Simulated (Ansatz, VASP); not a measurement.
One calculation of Hg, two programs

Contents of INCAR:

```
SYSTEM = Hg
PREC     = Accurate       ! precision mode
ENCUT    = 520            ! plane-wave cutoff, eV
EDIFF    = 1E-7           ! SCF threshold, eV
ISMEAR   = 0              ! smearing method
SIGMA    = 1.0            ! smearing width, eV
LREAL    = .FALSE.        ! projectors in reciprocal space
LASPH    = .TRUE.         ! aspherical terms in the spheres
NELM     = 60             ! most SCF steps
ALGO     = Normal         ! electronic algorithm
ISIF     = 2              ! what is computed and relaxed
LWAVE    = .FALSE.        ! write WAVECAR
LCHARG   = .TRUE.         ! write CHGCAR
GGA      = PE             ! functional
LELF     = .TRUE.         ! ELF
LVHAR    = .TRUE.       
NBANDS   = 12             ! bands
```

KPOINTS

```
Automatic mesh
0
G
  10 10 10
  0 0 0
```

File POSCAR:

```
Hg
1.0
    2.0783995336      1.1999645302      1.9747385792
   -2.0783995336      1.1999645302      1.9747385792
    0.0000000000     -2.3999290604      1.9747385791
Hg
1
Direct
    0.0000000000      1.0000000000      0.0000000000
```

Input for Ansatz:

```yaml
crystal:
  lattice:
    - [2.0783995336, 1.1999645302, 1.9747385792]
    - [-2.0783995336, 1.1999645302, 1.9747385792]
    - [0.0, -2.3999290604, 1.9747385791]
  atoms:
    - { symbol: Hg, position: [0.0, 1.0, 0.0] }
hamiltonian:
  xc: pbe
  pseudopotentials:
    kind: paw
    azcp:
      Hg: "pseudopotentials/Hg.paw.azcp"
basis:
  ecutwfc: 420
  fft_grid_basis: typed
kpoints:
  mp_grid: { grid: [10, 10, 10], shift: [0, 0, 0] }
magnetization:
  spin_polarized: false
scf:
  occupations: { method: gaussian, width: 1.0 }
  lower_state_search: "off"
output:
  stress: true
```

Alike in both runs: task single point; functional PBE; k mesh 10 × 10 × 10; occupations gaussian, width 1 eV; no spin polarisation.

|  | VASP | Ansatz |
| --- | --- | --- |
| version | VASP 6.6.1 | Ansatz 0.2.0 |
| potentials or method | VASP PAW PBE potentials, release 64 (Hg), cutoff 520 eV | plane waves (420 eV) with PAW, scalar-relativistic |
| valence electrons in the cell | 12 | 20 |

VASP gave:

```
pressure (GPa)                                                : 0.0
traceless stress, the component that is largest in VASP (GPa) : -0.05
```

**Question.** Estimate Ansatz's values.

**Answer.** Pressure (GPa): -0.1; traceless stress, the component that is largest in VASP (GPa): -0.09.

VASP's potentials hold 12 valence electrons a cell and Ansatz's 20, so a difference there can come from the potentials and not from the codes.

Neither program's run includes spin-orbit coupling.
